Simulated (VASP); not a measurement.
VN, 2 atoms in the cell. It takes space group Fm-3m (No. 225, cubic). The conventional cell has a = 4.116 Å, b = 4.116 Å, c = 4.116 Å, α = 90.00°, β = 90.00°, γ = 90.00°. V (site symmetry m-3m) has 6 N at 2.06 Å within 2.7 Å. Within 2.7 Å of N (site symmetry m-3m) lie 6 V at 2.06 Å. 

```yaml
Program: VASP 6.6.1
Task: relaxation of cell and atoms
Functional: PBE
Potentials_or_basis: VASP PAW PBE potentials, release 64 (V_sv, N)
Cutoff: 600 eV
k_mesh: 18 × 18 × 18
Occupations: gaussian, width 0.1 eV
Spin: no spin polarisation
Dipole_correction: no
Further_INCAR_settings: ALGO = Normal; EDIFF = 1e-07; IBRION = 2; EDIFFG = -0.002; NSW = 100; ISIF = 3
```

Potentials or basis: VASP PAW PBE potentials, release 64 (V_sv, N).

Command:

```console
$ cat potpaw_PBE.64/V_sv/POTCAR potpaw_PBE.64/N/POTCAR > POTCAR
$ mpirun -np 1 vasp_std > vasp.out
```

Hardware: 1 thread of Intel Xeon 8259CL, on a shared host.

How long does it take, and how much memory?

It took 110 s on 1 thread of Intel Xeon 8259CL (shared host), peak memory 0.19 GiB. Counts: scf iterations 32, k points 195, ion steps 3.
